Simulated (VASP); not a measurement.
# Be2Si (Fm-3m) in VASP: notebook

Runs on Be2Si. Level: PBEsol. Tasks: single point.

Program: VASP 6.6.1. These are calculated values, not measurements. Logs are shortened: lines on timing, memory, paths and dates and some standing lists are left out, and cuts for length are marked.

## 1. The cell of the first run

It takes space group Fm-3m (No. 225, cubic). Conventional cell: a = 5.283 Å, b = 5.283 Å, c = 5.283 Å, α = 90.00°, β = 90.00°, γ = 90.00°. Si (site symmetry m-3m) has 8 Be at 2.29 Å within 3.0 Å. Within 3.0 Å of Be (site symmetry -43m) lie 4 Si at 2.29 Å and 6 Be at 2.64 Å.

## 2. Single point, PBEsol

INCAR

```
SYSTEM = Be2Si
PREC = Accurate
ENCUT = 600
EDIFF = 1E-6
ISMEAR = -1
SIGMA = 0.02
LREAL = .FALSE.
LASPH = .TRUE.
NELM = 120
ALGO = Normal
ISIF = 2
LWAVE = .FALSE.
LCHARG = .TRUE.
GGA = PS
LELF = .TRUE.
LVHAR = .TRUE.
NBANDS = 11
GGA_COMPAT = .FALSE.
```

KPOINTS

```
Automatic mesh
0
G
  2 2 2
  0 0 0
```

POSCAR

```
Be2Si
1.0
    0.0000000000      2.6413830465      2.6413830465
    2.6413830465      0.0000000000      2.6413830465
    2.6413830465      2.6413830465      0.0000000000
Si Be
1 2
Direct
    0.0000000000      0.0000000000      0.0000000000
    0.2500000000      0.2500000000      0.2500000000
    0.7500000000      0.7500000000      0.7500000000
```

Potentials or basis: VASP PAW PBE potentials, release 64 (Si, Be).

Launch:

```
$ cat potpaw_PBE.64/Si/POTCAR potpaw_PBE.64/Be/POTCAR > POTCAR
$ mpirun -np 1 vasp_std > vasp.out
```

OUTCAR:

```text
SYSTEM = Be2Si
   PREC = Accurate
   ENCUT = 600
   EDIFF = 1E-6
   ISMEAR = -1
   LREAL = .FALSE.
   LASPH = .TRUE.
   NELM = 120
   ISIF = 2
   GGA = PS

 ion  position               nearest neighbor table
   1  0.000  0.000  0.000-   2 2.29   3 2.29   3 2.29   3 2.29   3 2.29   2 2.29   2 2.29   2 2.29

   2  0.250  0.250  0.250-   1 2.29   1 2.29   1 2.29   1 2.29
   3  0.750  0.750  0.750-   1 2.29   1 2.29   1 2.29   1 2.29

  LATTYP: Found a face centered cubic cell.
 ALAT       =     5.2827660930

  Lattice vectors:

 A1 = (   0.0000000000,   2.6413830465,   2.6413830465)
 A2 = (   2.6413830465,   0.0000000000,   2.6413830465)
 A3 = (   2.6413830465,   2.6413830465,   0.0000000000)

Analysis of symmetry for initial positions (statically):
=====================================================================
 Subroutine PRICEL returns:
 Original cell was already a primitive cell.

 Routine SETGRP: Setting up the symmetry group for a
 face centered cubic supercell.

 Subroutine GETGRP returns: Found 48 space group operations
 (whereof 48 operations were pure point group operations)
 out of a pool of 48 trial point group operations.

The static configuration has the point symmetry O_h .

Analysis of symmetry for dynamics (positions and initial velocities):
=====================================================================
 Subroutine PRICEL returns:
 Original cell was already a primitive cell.

 Routine SETGRP: Setting up the symmetry group for a
 face centered cubic supercell.

 Subroutine GETGRP returns: Found 48 space group operations
 (whereof 48 operations were pure point group operations)
 out of a pool of 48 trial point group operations.

The dynamic configuration has the point symmetry O_h .

 Subroutine INISYM returns: Found 48 space group operations
 (whereof 48 operations are pure point group operations),
 and found     1 'primitive' translations

----------------------------------------------------------------------------------------

                                     Primitive cell

  volume of cell :      36.8574

  direct lattice vectors                    reciprocal lattice vectors
     0.000000000  2.641383047  2.641383047    -0.189294771  0.189294771  0.189294771
     2.641383047  0.000000000  2.641383047     0.189294771 -0.189294771  0.189294771
     2.641383047  2.641383047  0.000000000     0.189294771  0.189294771 -0.189294771

  length of vectors
     3.735479728  3.735479728  3.735479728     0.327868162  0.327868162  0.327868162

  position of ions in fractional coordinates (direct lattice)
     0.000000000  0.000000000  0.000000000
     0.250000000  0.250000000  0.250000000
     0.750000000  0.750000000  0.750000000

  ion indices of the primitive-cell ions
   primitive index   ion index
                 1           1
                 2           2
                 3           3

----------------------------------------------------------------------------------------

 KPOINTS: Automatic mesh

Automatic generation of k-mesh.
 Grid dimensions read from file:
 generate k-points for:    2    2    2

 Generating k-lattice:

  Cartesian coordinates                     Fractional coordinates (reciprocal lattice)
    -0.094647386  0.094647386  0.094647386     0.500000000  0.000000000  0.000000000
     0.094647386 -0.094647386  0.094647386     0.000000000  0.500000000  0.000000000
     0.094647386  0.094647386 -0.094647386     0.000000000  0.000000000  0.500000000

  Length of vectors
     0.163934081  0.163934081  0.163934081

  Shift w.r.t. Gamma in fractional coordinates (k-lattice)
     0.000000000  0.000000000  0.000000000

 Subroutine IBZKPT returns following result:
 ===========================================

 Found      3 irreducible k-points:

 Following reciprocal coordinates:
            Coordinates               Weight
  0.000000  0.000000  0.000000      1.000000
  0.500000  0.000000  0.000000      4.000000
  0.500000  0.500000  0.000000      3.000000
   k-points           NKPTS =      3   k-points in BZ     NKDIM =      3   number of bands    NBANDS=     11
   number of dos      NEDOS =    301   number of ions     NIONS =      3
   total plane-waves  NPLWV =  27000
   dimension x,y,z NGX =    30 NGY =   30 NGZ =   30
   dimension x,y,z NGXF=    60 NGYF=   60 NGZF=   60
   ions per type =               1   2
   NGX,Y,Z   is equivalent  to a cutoff of  13.35, 13.35, 13.35 a.u.
   NGXF,Y,Z  is equivalent  to a cutoff of  26.70, 26.70, 26.70 a.u.
 SYSTEM =  Be2Si
   PREC   = accura    normal or accurate (medium, high low for compatibility)
   ISTART =      0    job   : 0-new  1-cont  2-samecut
   ICHARG =      2    charge: 1-file 2-atom 10-const
   ISPIN  =      1    spin polarized calculation?
   LNONCOLLINEAR =      F non collinear calculations
   LSORBIT =      F    spin-orbit coupling
   LASPH  =      T    aspherical Exc in radial PAW
   ENCUT  =  600.0 eV  44.10 Ry    6.64 a.u.   7.46  7.46  7.46*2*pi/ulx,y,z
   NELM   =    120;   NELMIN=  2; NELMDL= -5     # of ELM steps
   EDIFF  = 0.1E-05   stopping-criterion for ELM
   LREAL  =      F    real-space projection
   EDIFFG = 0.1E-04   stopping-criterion for IOM
   NSW    =      0    number of steps for IOM
   IBRION =     -1    ionic relax: 0-MD 1-quasi-New 2-CG
   NFREE  =      0    steps in history (QN), initial steepest desc. (CG)
   ISIF   =      2    stress and relaxation
   ISYM   =      2    0-nonsym 1-usesym 2-fastsym
   POTIM  = 0.5000    time-step for ionic-motion
   TEBEG  =    0.0;   TEEND  =   0.0 temperature during run
   PSTRESS=    0.0 pullay stress
   NELECT =       8.0000    total number of electrons
   NUPDOWN=      -1.0000    fix difference up-down
   EMIN   =  10.00;   EMAX   =-10.00  energy-range for DOS
   EFERMI =   0.00;   METHOD = LEGACY
   ISMEAR =    -1;   SIGMA  =   0.02  broadening in eV -4-tet -1-fermi 0-gaus
   EFERMI_NEDOS =   21; number of points for ismear=-14 and -15
   IALGO  =     38    algorithm
   IMIX   =      4    mixing-type and parameters
     AMIX     =   0.40;   BMIX     =  1.00
     AMIX_MAG =   1.60;   BMIX_MAG =  1.00
  volume/ion in A,a.u.               =      12.29        82.91
  Fermi-wavevector in a.u.,A,eV,Ry     =   0.983853  1.859212 13.169980  0.967966
  Thomas-Fermi vector in A             =   2.115042
   LORBIT       =      0    0 simple, 1 ext, 2 COOP (PROOUT), +10 PAW based schemes
   GGA     = PS    functional components
   LHFCALC =     F    Hartree Fock is set to
   AEXX    =    0.0000 exact exchange contribution
   IVDW    =     0    specifies the selected vdW correction
   LEPSILON=     F    determine dielectric tensor
   LRPA    =     F    only Hartree local field effects (RPA)
 non-spin polarized calculation
  energy-cutoff  :      600.00
  volume of cell :       36.86
 maximum number of plane-waves:      1243
 NGX is ok and might be reduce to    30
   NGX = 15   NGY = 15   NGZ = 15

 number of electron       8.0000000 magnetization

 Free energy of the ion-electron system (eV)
  ---------------------------------------------------
  ext. energy  EPLUGINS =         0.00000000
  ---------------------------------------------------
  free energy    TOTEN  =       -10.29262856 eV

  energy without entropy =      -10.29261456  energy(sigma->0) =      -10.29262156

 E-fermi :   6.7341     XC(G=0):  -9.9679

 val. band max:        6.5325522574   @ k =   0.5000   0.5000   0.0000
 cond. band min:       6.9355498696   @ k =   0.5000   0.5000   0.0000
 fundamental gap:      0.4029976122
 Fermi energy:         6.7340507350

 k-point     1 :       0.0000    0.0000    0.0000
  band No.  band energies     occupation
      1      -5.3477      2.00000
      2       7.1418      0.00000
      3       7.1418      0.00000
      4       7.1418      0.00000
      5       7.5012      0.00000
      6       7.5012      0.00000
      7       7.5012      0.00000
      8      12.6493      0.00000
      9      14.1121      0.00000
     10      14.1121      0.00000
     11      14.1122      0.00000

 k-point     2 :       0.5000    0.0000    0.0000
  band No.  band energies     occupation
      1      -2.9220      2.00000
      2      -0.6659      2.00000
      3       5.3511      2.00000
      4       5.3511      2.00000
      5       7.9518      0.00000
      6       7.9518      0.00000
      7       9.2569      0.00000
      8      12.9533      0.00000
      9      17.0419      0.00000
     10      17.0420      0.00000
     11      17.3535      0.00000

 k-point     3 :       0.5000    0.5000    0.0000
  band No.  band energies     occupation
      1      -2.0046      2.00000
      2       0.2796      2.00000
      3       2.8132      2.00000
      4       2.8132      2.00000
      5       6.5326      1.99992
      6       6.9355      0.00008
      7      14.4952      0.00000
      8      14.4952      0.00000
      9      17.7232      0.00000
     10      18.4039      0.00000
     11      18.4039      0.00000

------------------------ aborting loop because EDIFF is reached ----------------------------------------

  FORCE on cell =-STRESS in cart. coord.  units (eV):
  Direction    XX          YY          ZZ          XY          YZ          ZX
  --------------------------------------------------------------------------------------
  -------------------------------------------------------------------------------------
  Total        2.4522582      2.4522582      2.4522582      0.0000000      0.0000000     -0.0000000
  in kB      106.5988743    106.5988743    106.5988743      0.0000000      0.0000000     -0.0000000
  external PRESSURE =     106.5988743 kB  Pullay stress =       0.0000000 kB

 VOLUME and BASIS-vectors are now :
 -----------------------------------------------------------------------------
  energy-cutoff  :      600.00
  volume of cell :       36.86
      direct lattice vectors                 reciprocal lattice vectors
     0.000000000  2.641383047  2.641383047    -0.189294771  0.189294771  0.189294771
     2.641383047  0.000000000  2.641383047     0.189294771 -0.189294771  0.189294771
     2.641383047  2.641383047  0.000000000     0.189294771  0.189294771 -0.189294771

 POSITION                                       TOTAL-FORCE (eV/Angst)
 -----------------------------------------------------------------------------------
      0.00000      0.00000      0.00000         0.000000     -0.000000      0.000000
      1.32069      1.32069      1.32069         0.000000      0.000000      0.000000
      3.96207      3.96207      3.96207        -0.000000     -0.000000     -0.000000
 -----------------------------------------------------------------------------------
    total drift:                               -0.000000      0.000000      0.000000

  FREE ENERGIE OF THE ION-ELECTRON SYSTEM (eV)
  ---------------------------------------------------
  free  energy   TOTEN  =       -10.2926285570 eV

  energy  without entropy=      -10.2926145621  energy(sigma->0) =      -10.29262156
```

Wall time 2.8 s (1 thread of AMD EPYC 9R45 (Zen 5), shared host); peak memory 0.12 GiB.

Results:

```yaml
Free_energy: -10.2926 eV
Pressure: 10.7 GPa
Band_gap_on_the_k_mesh: zero (bands 4 and 5 overlap by 0.61 eV)
```

Caveat: the k points lie up to 1.03 Å⁻¹ apart, too coarse for converged energies and pressures of a metal; the PAW data sets were made with another functional, which shifts forces and pressure a little.

## 3. Single point, PBEsol

INCAR

```
SYSTEM = Be2Si
PREC     = Accurate       ! precision mode
ENCUT    = 600            ! plane-wave cutoff, eV
EDIFF    = 1E-6           ! SCF threshold, eV
ISMEAR   = -1             ! smearing method
SIGMA    = 0.02           ! smearing width, eV
LREAL    = .FALSE.        ! projectors in reciprocal space
LASPH    = .TRUE.         ! aspherical terms in the spheres
NELM     = 120            ! most SCF steps
ALGO     = Normal         ! electronic algorithm
ISIF     = 2              ! what is computed and relaxed
LWAVE    = .FALSE.        ! write WAVECAR
LCHARG   = .FALSE.        ! write CHGCAR
GGA      = PS             ! functional
NBANDS   = 11             ! bands
GGA_COMPAT= .FALSE.
```

KPOINTS

```
regular mesh
0
G
  5 5 5
  0 0 0
```

POSCAR is that of step 2.

Potentials or basis: VASP PAW PBE potentials, release 64 (Si, Be).

Launch:

```
$ cat potpaw_PBE.64/Si/POTCAR potpaw_PBE.64/Be/POTCAR > POTCAR
$ mpirun -np 1 vasp_std > vasp.out
```

Wall time 3.9 s (1 thread of AMD EPYC 9R45 (Zen 5), shared host); peak memory 0.12 GiB.

It converged, with:

* Free energy: -13.0074 eV
* Pressure: -1.1 GPa
* Band gap on the k mesh: zero (bands 4 and 5 overlap by 0.56 eV)

Levels at points of the mesh, in eV from the Fermi level:
```tsv
k point	band 2	band 3	band 4	band 5	band 6	band 7
(0.00, 0.00, 0.00)	0.56	0.56	0.56	0.97	0.97	0.97
```

Caveat: the k points lie up to 0.41 Å⁻¹ apart, too coarse for converged energies and pressures of a metal; the PAW data sets were made with another functional, which shifts forces and pressure a little.

## 4. Single point, PBEsol

INCAR

```
SYSTEM = Be2Si
ALGO     = Normal         ! electronic algorithm
EDIFF    = 1E-6           ! SCF threshold, eV
ENCUT    = 600            ! plane-wave cutoff, eV
GGA      = PS             ! functional
GGA_COMPAT= .False.      
ISIF     = 2              ! what is computed and relaxed
ISMEAR   = -1             ! smearing method
LASPH    = .True.         ! aspherical terms in the spheres
LCHARG   = .False.        ! write CHGCAR
LREAL    = .False.        ! projectors in reciprocal space
LWAVE    = .False.        ! write WAVECAR
NBANDS   = 11             ! bands
NELM     = 120            ! most SCF steps
PREC     = Accurate       ! precision mode
SIGMA    = 0.02           ! smearing width, eV
```

KPOINTS

```
k-points
0
Gamma
  6 6 6
  0 0 0
```

POSCAR is that of step 3.

Launch:

```
$ cat potpaw_PBE.64/Si/POTCAR potpaw_PBE.64/Be/POTCAR > POTCAR
$ mpirun -np 1 vasp_std > vasp.out
```

Wall time 5.4 s (1 thread of AMD EPYC 9R45 (Zen 5), shared host); peak memory 0.13 GiB.

It converged, with:

```yaml
Free_energy: -13.0383 eV
Pressure: -1.1 GPa
Band_gap_on_the_k_mesh: zero (bands 4 and 5 overlap by 0.61 eV)
```

Levels at points of the mesh, in eV from the Fermi level:
| k point | band 1 | band 2 | band 3 | band 4 | band 5 | band 6 | band 7 | band 8 |
| --- | --- | --- | --- | --- | --- | --- | --- | --- |
| (0.00, 0.00, 0.00) | -11.89 | 0.55 | 0.55 | 0.55 | 0.97 | 0.97 | 0.97 | 6.12 |
| (0.50, 0.00, 0.00) | -9.46 | -7.22 | -1.20 | -1.20 | 1.38 | 1.38 | 2.68 | 6.37 |
| (0.50, 0.50, 0.00) | -8.54 | -6.28 | -3.74 | -3.74 | -0.06 | 0.41 | 7.88 | 7.88 |

Caveat: the PAW data sets were made with another functional, which shifts forces and pressure a little.

## 5. Single point, PBEsol

INCAR

```
SYSTEM = Be2Si
PREC     = Accurate       ! precision mode
ENCUT    = 600            ! plane-wave cutoff, eV
EDIFF    = 1E-6           ! SCF threshold, eV
ISMEAR   = 0              ! smearing method
SIGMA    = 0.2            ! smearing width, eV
LREAL    = .False.        ! projectors in reciprocal space
LASPH    = .True.         ! aspherical terms in the spheres
NELM     = 120            ! most SCF steps
ALGO     = Normal         ! electronic algorithm
ISIF     = 2              ! what is computed and relaxed
LWAVE    = .False.        ! write WAVECAR
LCHARG   = .True.         ! write CHGCAR
GGA      = PS             ! functional
LELF     = .True.         ! ELF
LVHAR    = .True.       
NBANDS   = 11             ! bands
GGA_COMPAT= .False.
```

KPOINTS

```
regular mesh
0
Gamma
  6 6 6
  0 0 0
```

POSCAR is that of step 4.

Launch:

```
$ cat potpaw_PBE.64/Si/POTCAR potpaw_PBE.64/Be/POTCAR > POTCAR
$ mpirun -np 1 vasp_std > vasp.out
```

It took 5.8 s on 1 thread of AMD EPYC 9R45 (Zen 5), shared host; peak memory 0.13 GiB.

It converged, with:

```
Free energy            : -13.0410 eV
Pressure               : -1.1 GPa
Band gap on the k mesh : zero (bands 4 and 5 overlap by 0.61 eV)
```

Levels at points of the mesh, in eV from the Fermi level:
| k point | band 1 | band 2 | band 3 | band 4 | band 5 | band 6 | band 7 | band 8 | band 9 |
| --- | --- | --- | --- | --- | --- | --- | --- | --- | --- |
| (0.00, 0.00, 0.00) | -11.89 | 0.56 | 0.56 | 0.56 | 0.97 | 0.97 | 0.97 | 6.12 | 7.55 |
| (0.50, 0.00, 0.00) | -9.46 | -7.21 | -1.20 | -1.20 | 1.39 | 1.39 | 2.69 | 6.38 | 10.48 |
| (0.50, 0.50, 0.00) | -8.54 | -6.27 | -3.74 | -3.74 | -0.05 | 0.42 | 7.89 | 7.89 | 11.07 |

Caveat: the PAW data sets were made with another functional, which shifts forces and pressure a little.

## 6. Summary

```tsv
k mesh	smearing	gap on the mesh (eV)	pressure (GPa)
2 × 2 × 2	fermi-dirac 0.02 eV	none	10.7
5 × 5 × 5	fermi-dirac 0.02 eV	none	-1.1
6 × 6 × 6	fermi-dirac 0.02 eV	none	-1.1
6 × 6 × 6	gaussian 0.2 eV	none	-1.1
```

Alike in all rows: task single point; level PBEsol; potentials or basis VASP PAW PBE potentials, release 64 (Si, Be); no spin polarisation; cell as given; cutoff (eV) 600.

Caveats: some runs use coarse meshes; the PAW data sets were made with another functional, which shifts forces and pressure a little.

Absolute energies hang on the potentials; compare differences alone.
